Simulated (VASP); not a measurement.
Here is a VASP 6.6.1 calculation.

Contents of INCAR:

```
SYSTEM = BN
PREC = Accurate
ENCUT = 600
EDIFF = 1E-7
ISMEAR = 0
SIGMA = 0.05
LREAL = .FALSE.
LASPH = .TRUE.
NELM = 120
ALGO = Normal
ISIF = 4
LWAVE = .FALSE.
LCHARG = .FALSE.
GGA = RP
IBRION = 2
NSW = 60
EDIFFG = -0.01
GGA_COMPAT = .FALSE.
NELMIN = 4
```

Contents of KPOINTS:

```
Automatic mesh
0
G
  10 10 6
  0 0 0
```

The input POSCAR:

```
BN
1.0
    2.5509942174      0.0000000000      0.0000000000
   -1.2754971087      2.2092257972      0.0000000000
    0.0000000000      0.0000000000      4.2171405168
B N
2 2
Direct
    0.6666666667      0.3333333333      0.0001136907
    0.3333333333      0.6666666667      0.5001136907
    0.6666666667      0.3333333333      0.3748863093
    0.3333333333      0.6666666667      0.8748863093
```

Potentials or basis: VASP PAW PBE potentials, release 64 (B, N).

The run is started by

```console
$ cat potpaw_PBE.64/B/POTCAR potpaw_PBE.64/N/POTCAR > POTCAR
$ mpirun -np 1 vasp_std > vasp.out
```

(1) Predict the band gap on the k mesh.

Answers

(1) 5.46 eV (least direct gap 8.30 eV).
